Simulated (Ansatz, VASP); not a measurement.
# Two plane-wave programs on AgCl

The input POSCAR:

```
AgCl
1.0
    3.3955880382      0.0000000000      0.0000000000
    0.0000000000      3.3955880382      0.0000000000
    0.0000000000      0.0000000000      3.3955880382
Ag Cl
1 1
Direct
    0.0000000000      0.0000000000      0.0000000000
    0.5000000000      0.5000000000      0.5000000000
```

INCAR.step1

```
SYSTEM = AgCl
PREC = Accurate
ENCUT = 470
EDIFF = 1E-5
ISMEAR = 0
SIGMA = 0.01
LREAL = .False.
LASPH = .True.
NELM = 120
ALGO = Normal
ISIF = 2
LWAVE = .True.
LCHARG = .False.
GGA = PE
NBANDS = 20
GGA_COMPAT = .False.
```

File INCAR.step2:

```
SYSTEM = AgCl
PREC = Accurate
ENCUT = 470
EDIFF = 1E-6
ISMEAR = 0
SIGMA = 0.01
LREAL = .False.
LASPH = .True.
NELM = 120
ALGO = Normal
ISIF = 2
LWAVE = .False.
LCHARG = .False.
GGA = PE
LHFCALC = .True.
AEXX = 0.75
PRECFOCK = Normal
ISTART = 1
NBANDS = 20
GGA_COMPAT = .False.
```

KPOINTS

```
Automatic mesh
0
Gamma
  4 4 4
  0 0 0
```

Input for Ansatz:

```yaml
crystal:
  lattice:
    - [3.3955880382, 0.0, 0.0]
    - [0.0, 3.3955880382, 0.0]
    - [0.0, 0.0, 3.3955880382]
  atoms:
    - { symbol: Ag, position: [0.0, 0.0, 0.0] }
    - { symbol: Cl, position: [0.5, 0.5, 0.5] }
kpoints:
  mp_grid: { grid: [4, 4, 4] }
hamiltonian:
  xc: { exchange: pbe, correlation: pbe, exx: { coeff: 0.75 } }
scf:
  occupations: { method: fixed }
  n_extra_bands: 4
output:
  forces: true
  stress: true
  eigenvalues: true
```

Alike in both runs: task single point; functional PBE-based global hybrid with a share of 0.75 of exact exchange; k mesh 4 × 4 × 4; no spin polarisation.

```csv
,VASP,Ansatz
version,VASP 6.6.1,Ansatz 0.2.0
potentials or method,"VASP PAW PBE potentials, release 64 (Ag_sv_GW, Cl)",plane waves
plane-wave cutoff (eV),470,420
occupations,"gaussian, width 0.01 eV",fixed
valence electrons in the cell,26,26
```

|  | VASP | Ansatz | Ansatz less VASP |
| --- | --- | --- | --- |
| gap on the k mesh at the Fermi level (eV) | 7.48 | 7.40 | -0.079 |

VASP's potentials were made for PBE, not for PBE-based global hybrid. Ansatz's warnings: stress exchange threshold loose, stress scf threshold loose.

The k mesh is coarse, so the values compare programs but aren't converged.
